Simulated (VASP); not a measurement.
# SrCa3 (Pm-3m) in VASP: single point with LDA

Aim: the single point of SrCa3 with LDA.

Everything below comes from runs of VASP 6.6.1. Logs are shortened: lines on timing, memory, paths and dates and some standing lists are left out, and cuts for length are marked.

### Step 1. The cell of the first run

The structure is cubic, space group Pm-3m (No. 221). The conventional cell has a = 5.438 Å, b = 5.438 Å, c = 5.438 Å, α = 90.00°, β = 90.00°, γ = 90.00°. Within 5.0 Å of Sr (site symmetry m-3m) lie 12 Ca at 3.85 Å. Ca (site symmetry 4/mmm) has 4 Sr at 3.85 Å and 8 Ca at 3.85 Å within 5.0 Å.

### Step 2. Single point, LDA

File INCAR:

```
  PREC = Accurate
  ENCUT = 520
  EDIFF = 1E-6
  ISMEAR = 1
  SIGMA = 0.05
  LREAL = F
  LASPH = T
  NELM = 100
  ALGO = Normal
  ISIF = 2
  LWAVE = F
  LCHARG = T
  GGA = CA
  LELF = T
  LVHAR = T
  NBANDS = 28
```

File KPOINTS:

```
Automatic mesh
0
Gamma
  4 4 4
```

File POSCAR:

```
SrCa3
1.0
    5.4381429741      0.0000000000      0.0000000000
    0.0000000000      5.4381429741      0.0000000000
    0.0000000000      0.0000000000      5.4381429741
Sr Ca
1 3
Direct
    0.0000000000      0.0000000000      0.0000000000
    0.0000000000      0.5000000000      0.5000000000
    0.5000000000      0.0000000000      0.5000000000
    0.5000000000      0.5000000000      0.0000000000
```

Potentials or basis: VASP PAW LDA potentials, release 64 (Sr_sv, Ca_sv).

Command:

```sh
$ cat potpaw_LDA.64/Sr_sv/POTCAR potpaw_LDA.64/Ca_sv/POTCAR > POTCAR
$ mpirun -np 1 vasp_std > vasp.out
```

OUTCAR:

```text
PREC = Accurate
   ENCUT = 520
   EDIFF = 1E-6
   ISMEAR = 1
   LREAL = F
   LASPH = T
   NELM = 100
   ISIF = 2
   GGA = CA

 ion  position               nearest neighbor table
   1  0.000  0.000  0.000-   2 3.85   3 3.85   4 3.85   2 3.85   3 3.85   2 3.85   4 3.85   2 3.85
                             3 3.85   4 3.85   3 3.85   4 3.85
   2  0.000  0.500  0.500-   1 3.85   1 3.85   1 3.85   1 3.85
   3  0.500  0.000  0.500-   1 3.85   1 3.85   1 3.85   1 3.85
   4  0.500  0.500  0.000-   1 3.85   1 3.85   1 3.85   1 3.85

  LATTYP: Found a simple cubic cell.
 ALAT       =     5.4381429741

  Lattice vectors:

 A1 = (   5.4381429741,   0.0000000000,   0.0000000000)
 A2 = (   0.0000000000,   5.4381429741,   0.0000000000)
 A3 = (   0.0000000000,   0.0000000000,   5.4381429741)

Analysis of symmetry for initial positions (statically):
=====================================================================
 Subroutine PRICEL returns:
 Original cell was already a primitive cell.

 Routine SETGRP: Setting up the symmetry group for a
 simple cubic supercell.

 Subroutine GETGRP returns: Found 48 space group operations
 (whereof 48 operations were pure point group operations)
 out of a pool of 48 trial point group operations.

The static configuration has the point symmetry O_h .

Analysis of symmetry for dynamics (positions and initial velocities):
=====================================================================
 Subroutine PRICEL returns:
 Original cell was already a primitive cell.

 Routine SETGRP: Setting up the symmetry group for a
 simple cubic supercell.

 Subroutine GETGRP returns: Found 48 space group operations
 (whereof 48 operations were pure point group operations)
 out of a pool of 48 trial point group operations.

The dynamic configuration has the point symmetry O_h .

 Subroutine INISYM returns: Found 48 space group operations
 (whereof 48 operations are pure point group operations),
 and found     1 'primitive' translations

----------------------------------------------------------------------------------------

                                     Primitive cell

  volume of cell :     160.8244

  direct lattice vectors                    reciprocal lattice vectors
[... 71 lines left out ...]
   LNONCOLLINEAR =      F non collinear calculations
   LSORBIT =      F    spin-orbit coupling
   LASPH  =      T    aspherical Exc in radial PAW
   ENCUT  =  520.0 eV  38.22 Ry    6.18 a.u.  10.11 10.11 10.11*2*pi/ulx,y,z
   NELM   =    100;   NELMIN=  2; NELMDL= -5     # of ELM steps
   EDIFF  = 0.1E-05   stopping-criterion for ELM
   LREAL  =      F    real-space projection
   EDIFFG = 0.1E-04   stopping-criterion for IOM
   NSW    =      0    number of steps for IOM
   IBRION =     -1    ionic relax: 0-MD 1-quasi-New 2-CG
   NFREE  =      0    steps in history (QN), initial steepest desc. (CG)
   ISIF   =      2    stress and relaxation
   ISYM   =      2    0-nonsym 1-usesym 2-fastsym
   POTIM  = 0.5000    time-step for ionic-motion
   TEBEG  =    0.0;   TEEND  =   0.0 temperature during run
   PSTRESS=    0.0 pullay stress
   NELECT =      40.0000    total number of electrons
   NUPDOWN=      -1.0000    fix difference up-down
   EMIN   =  10.00;   EMAX   =-10.00  energy-range for DOS
   EFERMI =   0.00;   METHOD = LEGACY
   ISMEAR =     1;   SIGMA  =   0.05  broadening in eV -4-tet -1-fermi 0-gaus
   EFERMI_NEDOS =   21; number of points for ismear=-14 and -15
   IALGO  =     38    algorithm
   IMIX   =      4    mixing-type and parameters
     AMIX     =   0.40;   BMIX     =  1.00
     AMIX_MAG =   1.60;   BMIX_MAG =  1.00
  volume/ion in A,a.u.               =      40.21       271.32
  Fermi-wavevector in a.u.,A,eV,Ry     =   1.029542  1.945553 14.421596  1.059957
  Thomas-Fermi vector in A             =   2.163595
   LORBIT       =      0    0 simple, 1 ext, 2 COOP (PROOUT), +10 PAW based schemes
   GGA     = CA    functional components
   LHFCALC =     F    Hartree Fock is set to
   AEXX    =    0.0000 exact exchange contribution
   IVDW    =     0    specifies the selected vdW correction
   LEPSILON=     F    determine dielectric tensor
   LRPA    =     F    only Hartree local field effects (RPA)
 non-spin polarized calculation
 Methfessel and Paxton  Order N= 1 SIGMA  =   0.05
  energy-cutoff  :      520.00
  volume of cell :      160.82
 maximum number of plane-waves:      4385
   NGX = 21   NGY = 21   NGZ = 21

 number of electron      40.0000015 magnetization

 Free energy of the ion-electron system (eV)
  ---------------------------------------------------
  ext. energy  EPLUGINS =         0.00000000
  ---------------------------------------------------
  free energy    TOTEN  =        -8.48623069 eV

  energy without entropy =       -8.48626377  energy(sigma->0) =       -8.48624172

 E-fermi :   2.1432     XC(G=0):  -8.2417

 val. band max:        2.0859512282   @ k =   0.5000   0.0000   0.0000
 cond. band min:       2.1694719732   @ k =   0.5000   0.2500   0.2500
 fundamental gap:      0.0835207449
 Fermi energy:         2.1432281409

 k-point     1 :       0.0000    0.0000    0.0000
  band No.  band energies     occupation
      1     -39.2738      2.00000
      2     -39.2553      2.00000
      3     -39.2553      2.00000
      4     -33.6925      2.00000
      5     -20.6232      2.00000
      6     -20.6232      2.00000
[... 299 lines left out ...]
     27       4.2832      0.00000
     28       4.3770      0.00000

------------------------ aborting loop because EDIFF is reached ----------------------------------------

  FORCE on cell =-STRESS in cart. coord.  units (eV):
  Direction    XX          YY          ZZ          XY          YZ          ZX
  --------------------------------------------------------------------------------------
  -------------------------------------------------------------------------------------
  Total        0.0158406      0.0158406      0.0158406      0.0000000      0.0000000      0.0000000
  in kB        0.1578081      0.1578081      0.1578081      0.0000000      0.0000000      0.0000000
  external PRESSURE =       0.1578081 kB  Pullay stress =       0.0000000 kB

 VOLUME and BASIS-vectors are now :
 -----------------------------------------------------------------------------
  energy-cutoff  :      520.00
  volume of cell :      160.82
      direct lattice vectors                 reciprocal lattice vectors
     5.438142974  0.000000000  0.000000000     0.183886302  0.000000000  0.000000000
     0.000000000  5.438142974  0.000000000     0.000000000  0.183886302  0.000000000
     0.000000000  0.000000000  5.438142974     0.000000000  0.000000000  0.183886302

 POSITION                                       TOTAL-FORCE (eV/Angst)
 -----------------------------------------------------------------------------------
      0.00000      0.00000      0.00000         0.000000      0.000000      0.000000
      0.00000      2.71907      2.71907         0.000000      0.000000      0.000000
      2.71907      0.00000      2.71907         0.000000      0.000000      0.000000
      2.71907      2.71907      0.00000         0.000000      0.000000      0.000000
 -----------------------------------------------------------------------------------
    total drift:                               -0.000000      0.000000     -0.000000

  FREE ENERGIE OF THE ION-ELECTRON SYSTEM (eV)
  ---------------------------------------------------
  free  energy   TOTEN  =        -8.4862306872 eV

  energy  without entropy=       -8.4862637711  energy(sigma->0) =       -8.48624172
```

OSZICAR:

```text
N       E                     dE             d eps       ncg     rms          rms(c)
DAV:   1     0.371970145301E+03    0.37197E+03   -0.19463E+04   560   0.131E+03
DAV:   2     0.167582664719E+02   -0.35521E+03   -0.35086E+03   600   0.376E+02
DAV:   3    -0.638671688339E+01   -0.23145E+02   -0.22713E+02   924   0.722E+01
DAV:   4    -0.844637096854E+01   -0.20597E+01   -0.20487E+01   836   0.183E+01
DAV:   5    -0.855880793717E+01   -0.11244E+00   -0.11237E+00   828   0.370E+00    0.138E+01
DAV:   6    -0.850607926597E+01    0.52729E-01   -0.10747E-01   720   0.215E+00    0.807E+00
DAV:   7    -0.848736506238E+01    0.18714E-01   -0.74183E-02   796   0.226E+00    0.306E-01
DAV:   8    -0.848619319739E+01    0.11719E-02   -0.63015E-03   676   0.515E-01    0.736E-02
DAV:   9    -0.848623375524E+01   -0.40558E-04   -0.70301E-04   952   0.987E-02    0.417E-02
DAV:  10    -0.848623214434E+01    0.16109E-05   -0.98775E-05   716   0.667E-02    0.227E-02
DAV:  11    -0.848623077948E+01    0.13649E-05   -0.92331E-06   748   0.160E-02    0.421E-03
DAV:  12    -0.848623068718E+01    0.92298E-07   -0.99367E-07   452   0.401E-03
   1 F= -.84862307E+01 E0= -.84862417E+01  d E =0.330839E-04
```

Wall time 39 s (1 thread of Intel Xeon Platinum 8375C at 2.90GHz (Ice Lake), shared host); peak memory 0.22 GiB.

Results:

```yaml
Free_energy: -8.4862 eV
Pressure: 0.0 GPa
Band_gap_on_the_k_mesh: zero (band 20 reaches 2.35 eV, above the bottom of band 21 at 2.03 eV)
```
